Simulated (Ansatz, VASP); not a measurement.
One calculation of Cu, two programs

```
Cu
1.0
     2.33646    0.00000    0.00000
     0.00000    2.33646    0.00000
     0.00000    0.00000    2.33646
Cu
1
Direct
  0.00000 0.00000 0.00000
```

Alike in both runs: task relaxation of cell and atoms; functional PBE; k mesh 13 × 13 × 13; occupations fermi-dirac, width 0.1 eV; no spin polarisation.

|  | VASP | Ansatz |
| --- | --- | --- |
| version | VASP 6.6.1 | Ansatz 0.2.0 |
| potentials or method | VASP PAW PBE potentials, release 64 (Cu_sv_GW), cutoff 820 eV | plane waves (420 eV) with PAW, scalar-relativistic |
| valence electrons in the cell | 19 | 19 |

VASP gave:

```
relaxed volume (Å³/atom)                                                      : 13.67
relaxed length of the cell vector where the two differ most in proportion (Å) : 2.391
```

Estimate Ansatz's values.

relaxed volume (Å³/atom): 13.94; relaxed length of the cell vector where the two differ most in proportion (Å): 2.407.
